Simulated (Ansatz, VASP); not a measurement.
BN: VASP beside Ansatz

```xyz
8
Lattice="4.7607 0.0000 0.0000 0.0000 4.7607 0.0000 0.0000 0.0000 3.3869" Properties=species:S:1:pos:R:3 pbc="T T T"
B     1.2811    0.0000    1.6934
B     3.4796    0.0000    1.6934
B     0.0000    1.2811    1.6934
B     0.0000    3.4796    1.6934
N     2.3803    0.0000    2.7510
N     0.0000    2.3803    2.7510
N     2.3803    0.0000    0.6359
N     0.0000    2.3803    0.6359
```

Alike in both runs: functional PBE; k mesh 8 × 8 × 12; occupations gaussian, width 0.1 eV; no spin polarisation.

Ansatz relaxed the structure, and its values are those at the end. VASP's run is a single point on that final structure, the one shown.

|  | VASP | Ansatz |
| --- | --- | --- |
| version | VASP 6.6.1 | Ansatz 0.2.0 |
| potentials or method | VASP PAW PBE potentials, release 64 (B, N), cutoff 520 eV | scalar-relativistic, plane waves, PAW |
| valence electrons in the cell | 32 | 32 |

```csv
,VASP,Ansatz,Ansatz less VASP
gap on the k mesh at the Fermi level (eV),none,none,-
pressure (GPa),0.1,0.0,-0.08
rms of the force components (eV/Å),0.026,0.000,-0.0253
```

A gap of «none» marks a metal or a gap that the smearing closes.
